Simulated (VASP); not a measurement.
# WC4 (P6/mmm) in VASP: relaxation of cell and atoms with PBE

Aim: the relaxation of cell and atoms of WC4 with PBE.

All numbers are computed with VASP 6.6.1; they aren't measurements. Logs are shortened: lines on timing, memory, paths and dates and some standing lists are left out, and cuts for length are marked.

### 1 The cell of the first run

It takes space group P6/mmm (No. 191, hexagonal). Conventional cell: a = 2.930 Å, b = 2.930 Å, c = 7.928 Å, α = 90.00°, β = 90.00°, γ = 120.00°. Within 3.4 Å of W (site symmetry 6/mmm) lie 12 C at 2.61 Å and 6 W at 2.93 Å. Within 2.2 Å of C (site symmetry 3m) lie 3 C at 1.69 Å.

### 2 Relaxation of cell and atoms, PBE

The input, INCAR:

```
ALGO     = All            # electronic algorithm
EDIFF    = 1E-7           # SCF threshold, eV
EDIFFG   = -0.08          # ionic threshold
ENCUT    = 800            # plane-wave cutoff, eV
GGA      = PE             # functional
GGA_COMPAT= False        
IBRION   = 2              # ionic algorithm
ISEARCH  = 1            
ISIF     = 3              # what is computed and relaxed
ISMEAR   = 0              # smearing method
KPAR     = 4            
LASPH    = True           # aspherical terms in the spheres
LCHARG   = False          # write CHGCAR
LREAL    = False          # projectors in reciprocal space
LWAVE    = False          # write WAVECAR
NELM     = 300            # most SCF steps
NELMIN   = 4            
NSW      = 36             # ionic steps
PREC     = Accurate       # precision mode
SIGMA    = 0.2            # smearing width, eV
```

The input, KPOINTS:

```
k-points
0
Gamma
  6 6 2
```

The input, POSCAR:

```
WC4
1.0
    2.9300931200      0.0000000000      0.0000000000
   -1.4650465600      2.5375350800      0.0000000000
    0.0000000000      0.0000000000      7.9284872600
W C
1 4
Direct
    0.0000000000      0.0000000000      0.0000000000
    0.6666666700      0.3333333300      0.2500000000
    0.3333333300      0.6666666700      0.2500000000
    0.3333333300      0.6666666700      0.7500000000
    0.6666666700      0.3333333300      0.7500000000
```

Potentials or basis: VASP PAW PBE potentials, release 64 (W_sv, C).

On the command line:

```console
$ cat potpaw_PBE.64/W_sv/POTCAR potpaw_PBE.64/C/POTCAR > POTCAR
$ mpirun -np 4 vasp_std > vasp.out
```

OUTCAR:

```text
EDIFF = 1E-7
   EDIFFG = -0.08
   ENCUT = 800
   GGA = PE
   IBRION = 2
   ISIF = 3
   ISMEAR = 0
   LASPH = True
   LREAL = False
   NELM = 300
   NELMIN = 4
   NSW = 36
   PREC = Accurate

 ion  position               nearest neighbor table
   1  0.000  0.000  0.000-   2 2.61   3 2.61   4 2.61   5 2.61   2 2.61   5 2.61   3 2.61   4 2.61
                             2 2.61   5 2.61   3 2.61   4 2.61
   2  0.667  0.333  0.250-   3 1.69   3 1.69   3 1.69   1 2.61   1 2.61   1 2.61
   3  0.333  0.667  0.250-   2 1.69   2 1.69   2 1.69   1 2.61   1 2.61   1 2.61
   4  0.333  0.667  0.750-   5 1.69   5 1.69   5 1.69   1 2.61   1 2.61   1 2.61
   5  0.667  0.333  0.750-   4 1.69   4 1.69   4 1.69   1 2.61   1 2.61   1 2.61

  LATTYP: Found a hexagonal cell.
 ALAT       =     2.9300931200
 C/A-ratio  =     2.7058823509

  Lattice vectors:

 A1 = (   2.9300931200,   0.0000000000,   0.0000000000)
 A2 = (  -1.4650465600,   2.5375350800,   0.0000000000)
 A3 = (   0.0000000000,   0.0000000000,   7.9284872600)

Analysis of symmetry for initial positions (statically):
=====================================================================
 Subroutine PRICEL returns:
 Original cell was already a primitive cell.

 Routine SETGRP: Setting up the symmetry group for a
 hexagonal supercell.

 Subroutine GETGRP returns: Found 24 space group operations
 (whereof 24 operations were pure point group operations)
 out of a pool of 24 trial point group operations.

The static configuration has the point symmetry D_6h.

Analysis of symmetry for dynamics (positions and initial velocities):
=====================================================================
 Subroutine PRICEL returns:
 Original cell was already a primitive cell.

 Routine SETGRP: Setting up the symmetry group for a
 hexagonal supercell.

 Subroutine GETGRP returns: Found 24 space group operations
 (whereof 24 operations were pure point group operations)
 out of a pool of 24 trial point group operations.

The dynamic configuration has the point symmetry D_6h.

 Subroutine INISYM returns: Found 24 space group operations
 (whereof 24 operations are pure point group operations),
 and found     1 'primitive' translations

----------------------------------------------------------------------------------------

                                     Primitive cell

  volume of cell :      58.9500

  direct lattice vectors                    reciprocal lattice vectors
     2.930093120  0.000000000  0.000000000     0.341286082  0.197041611  0.000000000
    -1.465046560  2.537535080  0.000000000     0.000000000  0.394083222  0.000000000
     0.000000000  0.000000000  7.928487260     0.000000000  0.000000000  0.126127465

  length of vectors
     2.930093120  2.930093122  7.928487260     0.394083222  0.394083222  0.126127465

  position of ions in fractional coordinates (direct lattice)
     0.000000000  0.000000000  0.000000000
     0.666666670  0.333333330  0.250000000
     0.333333330  0.666666670  0.250000000
     0.333333330  0.666666670  0.750000000
     0.666666670  0.333333330  0.750000000

  ion indices of the primitive-cell ions
   primitive index   ion index
                 1           1
                 2           2
                 3           3
                 4           4
                 5           5

----------------------------------------------------------------------------------------

 KPOINTS: k-points

Automatic generation of k-mesh.
 Grid dimensions read from file:
 generate k-points for:    6    6    2

 Generating k-lattice:

  Cartesian coordinates                     Fractional coordinates (reciprocal lattice)
     0.056881014  0.032840268  0.000000000     0.166666667  0.000000000  0.000000000
     0.000000000  0.065680537  0.000000000     0.000000000  0.166666667  0.000000000
     0.000000000  0.000000000  0.063063733     0.000000000  0.000000000  0.500000000

  Length of vectors
     0.065680537  0.065680537  0.063063733

  Shift w.r.t. Gamma in fractional coordinates (k-lattice)
     0.000000000  0.000000000  0.000000000

 Subroutine IBZKPT returns following result:
 ===========================================

 Found     14 irreducible k-points:

 Following reciprocal coordinates:
            Coordinates               Weight
  0.000000  0.000000  0.000000      1.000000
  0.166667  0.000000  0.000000      6.000000
  0.333333  0.000000  0.000000      6.000000
  0.500000  0.000000  0.000000      3.000000
  0.166667  0.166667  0.000000      6.000000
  0.333333  0.166667  0.000000     12.000000
  0.333333  0.333333  0.000000      2.000000
  0.000000  0.000000  0.500000      1.000000
  0.166667  0.000000  0.500000      6.000000
  0.333333  0.000000  0.500000      6.000000
  0.500000  0.000000  0.500000      3.000000
  0.166667  0.166667  0.500000      6.000000
  0.333333  0.166667  0.500000     12.000000
  0.333333  0.333333  0.500000      2.000000
   k-points           NKPTS =     14   k-points in BZ     NKDIM =     14   number of bands    NBANDS=     19
   number of dos      NEDOS =    301   number of ions     NIONS =      5
   total plane-waves  NPLWV =  62720
   dimension x,y,z NGX =    28 NGY =   28 NGZ =   80
   dimension x,y,z NGXF=    56 NGYF=   56 NGZF=  160
   ions per type =               1   4
   NGX,Y,Z   is equivalent  to a cutoff of  15.89, 15.89, 16.77 a.u.
   NGXF,Y,Z  is equivalent  to a cutoff of  31.77, 31.77, 33.55 a.u.
 SYSTEM =  unknown system
   PREC   = accura    normal or accurate (medium, high low for compatibility)
   ISTART =      0    job   : 0-new  1-cont  2-samecut
   ICHARG =      2    charge: 1-file 2-atom 10-const
   ISPIN  =      1    spin polarized calculation?
   LNONCOLLINEAR =      F non collinear calculations
   LSORBIT =      F    spin-orbit coupling
   LASPH  =      T    aspherical Exc in radial PAW
   ENCUT  =  800.0 eV  58.80 Ry    7.67 a.u.   6.76  6.76 18.28*2*pi/ulx,y,z
   NELM   =    300;   NELMIN=  4; NELMDL= -5     # of ELM steps
   EDIFF  = 0.1E-06   stopping-criterion for ELM
   LREAL  =      F    real-space projection
   EDIFFG = -.8E-01   stopping-criterion for IOM
   NSW    =     36    number of steps for IOM
   IBRION =      2    ionic relax: 0-MD 1-quasi-New 2-CG
   NFREE  =      1    steps in history (QN), initial steepest desc. (CG)
   ISIF   =      3    stress and relaxation
   ISYM   =      2    0-nonsym 1-usesym 2-fastsym
   POTIM  = 0.5000    time-step for ionic-motion
   TEBEG  =    0.0;   TEEND  =   0.0 temperature during run
   PSTRESS=    0.0 pullay stress
   NELECT =      30.0000    total number of electrons
   NUPDOWN=      -1.0000    fix difference up-down
   EMIN   =  10.00;   EMAX   =-10.00  energy-range for DOS
   EFERMI =   0.00;   METHOD = LEGACY
   ISMEAR =     0;   SIGMA  =   0.20  broadening in eV -4-tet -1-fermi 0-gaus
   EFERMI_NEDOS =   21; number of points for ismear=-14 and -15
   IALGO  =     58    algorithm
   IMIX   =      4    mixing-type and parameters
     AMIX     =   0.40;   BMIX     =  1.00
     AMIX_MAG =   1.60;   BMIX_MAG =  1.00
  volume/ion in A,a.u.               =      11.79        79.56
  Fermi-wavevector in a.u.,A,eV,Ry     =   1.307035  2.469939 23.243394  1.708341
  Thomas-Fermi vector in A             =   2.437797
   LORBIT       =      0    0 simple, 1 ext, 2 COOP (PROOUT), +10 PAW based schemes
   GGA     = PE    functional components
   LHFCALC =     F    Hartree Fock is set to
   AEXX    =    0.0000 exact exchange contribution
   IVDW    =     0    specifies the selected vdW correction
   LEPSILON=     F    determine dielectric tensor
   LRPA    =     F    only Hartree local field effects (RPA)
 conjugate gradient relaxation of ions
 non-spin polarized calculation
 Gauss-broadening in eV      SIGMA  =   0.20
  energy-cutoff  :      800.00
  volume of cell :       58.95
 maximum number of plane-waves:      3049
 NGX is ok and might be reduce to    28
   NGX = 13   NGY = 13   NGZ = 37

--------------------------------------- Ionic step        1  -------------------------------------------

 number of electron      30.0000001 magnetization

 Free energy of the ion-electron system (eV)
  ---------------------------------------------------
  ext. energy  EPLUGINS =         0.00000000
  ---------------------------------------------------
  free energy    TOTEN  =       -41.40748407 eV

  energy without entropy =      -41.36859745  energy(sigma->0) =      -41.38804076

------------------------ aborting loop because EDIFF is reached ----------------------------------------

  FORCE on cell =-STRESS in cart. coord.  units (eV):
  Direction    XX          YY          ZZ          XY          YZ          ZX
  --------------------------------------------------------------------------------------
  -------------------------------------------------------------------------------------
  Total      -23.9632308    -23.9632309     -3.0998119     -0.0000000      0.0000000      0.0000000
  in kB     -651.2866013   -651.2866026    -84.2484865     -0.0000000      0.0000000      0.0000000
  external PRESSURE =    -462.2738968 kB  Pullay stress =       0.0000000 kB
[... 1031 lines left out ...]
      3     -35.3215      2.00000
      4     -34.2675      2.00000
      5      -8.5042      2.00000
      6      -8.5042      2.00000
[... 11 lines left out ...]
     18       4.0005      0.90019
     19       5.4349      0.00000

[... ionic steps 4 to 33 ...]

--------------------------------------- Ionic step       34  -------------------------------------------

 number of electron      29.9999998 magnetization

------------------------ aborting loop because EDIFF is reached ----------------------------------------

  FORCE on cell =-STRESS in cart. coord.  units (eV):
  Direction    XX          YY          ZZ          XY          YZ          ZX
  --------------------------------------------------------------------------------------
  -------------------------------------------------------------------------------------
  Total       -0.4891049     -0.4891049     -0.2647122     -0.0000000      0.0000000     -0.0000000
  in kB      -11.0296658    -11.0296658     -5.9694499     -0.0000000      0.0000000     -0.0000000
  external PRESSURE =      -9.3429272 kB  Pullay stress =       0.0000000 kB
[... 63 lines left out ...]
  energy  without entropy=      -46.6364146699  energy(sigma->0) =      -46.65042459

--------------------------------------- Ionic step       36  -------------------------------------------

 number of electron      29.9999997 magnetization

 Free energy of the ion-electron system (eV)
  ---------------------------------------------------
  ext. energy  EPLUGINS =         0.00000000
  ---------------------------------------------------
  free energy    TOTEN  =       -46.68886298 eV

  energy without entropy =      -46.66106094  energy(sigma->0) =      -46.67496196

 E-fermi :   3.7696     XC(G=0):  -9.3503

 val. band max:        3.7694772569   @ k =   0.3333   0.3333   0.0000
 cond. band min:       3.7728996854   @ k =   0.0000   0.0000   0.0000
 fundamental gap:      0.0034224285
 Fermi energy:         3.7695518232

 k-point     1 :       0.0000    0.0000    0.0000
  band No.  band energies     occupation
      1     -70.6962      2.00000
      2     -34.9808      2.00000
      3     -33.5630      2.00000
      4     -33.5630      2.00000
      5     -15.3652      2.00000
      6     -15.3622      2.00000
[... 329 lines left out ...]
  FREE ENERGIE OF THE ION-ELECTRON SYSTEM (eV)
  ---------------------------------------------------
  free  energy   TOTEN  =       -46.6888629795 eV

  energy  without entropy=      -46.6610610019  energy(sigma->0) =      -46.67496199

 reached required accuracy - stopping structural energy minimisation
```

Wall time 18 min (4 MPI ranks of Intel Xeon Platinum 8375C at 2.90GHz (Ice Lake), shared host); peak memory 0.27 GiB.

What came out:

| Property | Result |
| --- | --- |
| Free energy | -46.6889 eV |
| Relaxed volume | 14.03 Å³/atom |
| Relaxed cell | a = 2.508 Å, b = 2.508 Å, c = 12.874 Å, α = 90.00°, β = 90.00°, γ = 120.00° |
| Space group after relaxing (to 0.1 Å) | P6/mmm (No. 191) |
| Pressure after relaxing | -0.8 GPa |
| Largest force after relaxing | 0.062 eV/Å |
| Band gap on the k mesh | zero (bands 15 and 16 overlap by 1.90 eV) |

Forces on the atoms (eV/Å):
```
W    0.000  0.000  0.000
C    0.000  0.000  0.062
C    0.000  0.000  0.062
C    0.000  0.000 -0.062
C    0.000  0.000 -0.062
```

Final structure:
```
W C
1.0
     2.50818    0.00000    0.00000
    -1.25409    2.17215    0.00000
     0.00000    0.00000   12.87358
W C
1 4
Direct
  0.00000 0.00000 0.00000
  0.66667 0.33333 0.30323
  0.33333 0.66667 0.30323
  0.33333 0.66667 0.69677
  0.66667 0.33333 0.69677
```

Levels at points of the mesh, in eV from the Fermi level:
| k point | band 12 | band 13 | band 14 | band 15 | band 16 | band 17 | band 18 | band 19 |
| --- | --- | --- | --- | --- | --- | --- | --- | --- |
| (0.00, 0.00, 0.00) | -3.09 | -3.09 | -2.74 | -0.98 | -0.98 | 0.00 | 3.70 | 4.42 |
| (0.50, 0.00, 0.00) | -4.22 | -2.28 | -2.20 | 0.77 | 1.64 | 1.86 | 2.55 | 3.90 |
| (0.00, 0.00, 0.50) | -3.09 | -3.09 | -2.73 | -0.98 | -0.98 | -0.04 | 3.87 | 4.42 |
| (0.50, 0.00, 0.50) | -4.22 | -2.25 | -2.24 | 0.78 | 1.59 | 1.92 | 2.55 | 3.90 |

Caveat: the k points lie up to 0.48 Å⁻¹ apart in the final cell, too coarse for converged energies and pressures of a metal; the volume moved by over 15 % at a fixed basis, so the end points are rough; spin-orbit coupling is left out, which moves the levels of the heavy elements; this functional lacks dispersion, which binds layers or chains, so the pressure and a relaxed spacing across them are unreliable; the relaxation stopped at a loose force limit of 0.08 eV/Å, so its end isn't a converged minimum.
